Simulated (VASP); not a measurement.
Wanted: the native input for a VASP 6.6.1 run.

* Task: relaxation of cell and atoms
* Functional: PBEsol
* Potentials or basis: VASP PAW PBE potentials, release 64 (Mg, S)
* Cutoff: 600 eV
* k mesh: 5 × 5 × 5
* Occupations: gaussian, width 0.01 eV
* Spin: no spin polarisation
* Dipole correction: no
* Further INCAR settings: ALGO = Normal; EDIFF = 1e-07; IBRION = 2; EDIFFG = -0.01; NSW = 80; ISIF = 3

The structure of MgS (Niningerite) lies in POSCAR:

```
MgS
1.0
    0.0000000000      2.6016500000      2.6016500000
    2.6016500000      0.0000000000      2.6016500000
    2.6016500000      2.6016500000      0.0000000000
Mg S
1 1
Direct
    0.0000000000      0.0000000000      0.0000000000
    0.5000000000      0.5000000000      0.5000000000
```

One way to write it, as run:

INCAR

```
SYSTEM = MgS
PREC = Accurate
ENCUT = 600
EDIFF = 1E-7
ISMEAR = 0
SIGMA = 0.01
LREAL = .FALSE.
LASPH = .TRUE.
NELM = 100
ALGO = Normal
ISIF = 3
LWAVE = .FALSE.
LCHARG = .FALSE.
GGA = PS
IBRION = 2
NSW = 80
EDIFFG = -0.01
```

KPOINTS

```
regular mesh
0
G
  5 5 5
  0 0 0
```

Potentials or basis: VASP PAW PBE potentials, release 64 (Mg, S).

Command:

```console
$ cat potpaw_PBE.64/Mg/POTCAR potpaw_PBE.64/S/POTCAR > POTCAR
$ mpirun -np 1 vasp_std > vasp.out
```

It gave:

- Relaxed volume: 17.38 Å³/atom
- Relaxed cell: a = 3.663 Å, b = 3.663 Å, c = 3.663 Å, α = 60.00°, β = 60.00°, γ = 60.00°
- Space group after relaxing (to 0.05 Å): Fm-3m (No. 225)
- Energy gained by relaxing: 0.7 meV/atom
- Ionic steps: 3
- Pressure after relaxing: 0.0 GPa
- Band gap on the k mesh: 3.14 eV, indirect (least direct gap 3.69 eV)

Caveat: the PAW data sets were made with another functional, which shifts forces and pressure a little.

Wall time 9.9 s on 1 thread of Intel Xeon 6975P-C, with other jobs on the host, peak memory 0.17 GiB.
